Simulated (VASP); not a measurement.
Wanted: the native input for a VASP 6.6.1 run.

| Quantity | Value |
| --- | --- |
| Task | single point |
| Functional | revPBE |
| Potentials or basis | VASP PAW PBE potentials, release 64 (Ga_d) |
| Cutoff | 520 eV |
| k mesh | 10 × 10 × 10 |
| Occupations | fermi-dirac, width 0.1 eV |
| Spin | no spin polarisation |
| Dipole correction | no |
| Further INCAR settings | ALGO = Normal; EDIFF = 1e-06; NBANDS = 20 |

The structure of Ga lies in POSCAR:

```
Ga
1.0
    0.0000000000      3.0123872180      3.0123872180
    3.0123872180      0.0000000000      3.0123872180
    3.0123872180      3.0123872180      0.0000000000
Ga
2
Direct
    0.1250000000      0.1250000000      0.1250000000
    0.8750000000      0.8750000000      0.8750000000
```

This cell differs from its parent crystal: volume scaled by 1.04.

These files were run (other wordings do the same):

INCAR

```
SYSTEM = Ga
  PREC = Accurate
  ENCUT = 520
  EDIFF = 1E-6
  ISMEAR = -1
  SIGMA = 0.1
  LREAL = .FALSE.
  LASPH = .TRUE.
  NELM = 80
  ALGO = Normal
  ISIF = 2
  LWAVE = .FALSE.
  LCHARG = .FALSE.
  GGA = RE
  NBANDS = 20
```

KPOINTS

```
regular mesh
0
G
  10 10 10
  0 0 0
```

Potentials or basis: VASP PAW PBE potentials, release 64 (Ga_d).

Command:

```bash
$ cat potpaw_PBE.64/Ga_d/POTCAR > POTCAR
$ mpirun -np 1 vasp_std > vasp.out
```

It gave:

```json
{
 "Pressure": "-1.0 GPa",
 "Band gap on the k mesh": "zero (band 13 reaches 4.76 eV, above the bottom of band 14 at 1.02 eV)"
}
```

Caveat: the PAW data sets were made with another functional, which shifts forces and pressure a little.

It took 16 s on 1 thread of Intel(R) Xeon(R) 6975P-C (Granite Rapids) (shared host), peak memory 0.19 GiB.
